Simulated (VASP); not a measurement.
Input of a VASP 6.6.1 run:

Contents of INCAR:

```
  PREC = Accurate
  ENCUT = 520
  EDIFF = 1E-6
  ISMEAR = -1
  SIGMA = 0.05
  LREAL = False
  LASPH = True
  NELM = 60
  ALGO = Normal
  ISIF = 2
  LWAVE = False
  LCHARG = True
  GGA = CA
  LELF = True
  LVHAR = True
  NBANDS = 21
```

File KPOINTS:

```
regular mesh
0
Gamma
  15 15 15
```

Contents of POSCAR:

```
Sn
1.0
   -2.9351608277      2.9351608277      1.6011844130
    2.9351608277     -2.9351608277      1.6011844130
    2.9351608277      2.9351608277     -1.6011844130
Sn
2
Direct
    0.0000000000      0.0000000000      0.0000000000
    0.7500000000      0.2500000000      0.5000000000
```

Potentials or basis: VASP PAW LDA potentials, release 64 (Sn_d).

Command:

```bash
$ cat potpaw_LDA.64/Sn_d/POTCAR > POTCAR
$ mpirun -np 1 vasp_std > vasp.out
```

**Question.** What does it give for the pressure?

**Answer.** -2.8 GPa.

**Question.** Predict the band gap on the k mesh.

**Answer.** Zero (bands 14 and 15 overlap by 4.17 eV).

Stress tensor (GPa, compression positive):
```
-2.47  0.00  0.00
 0.00 -2.47  0.00
 0.00  0.00 -3.36
```

Caveat: spin-orbit coupling is left out, which moves the levels of the heavy elements.
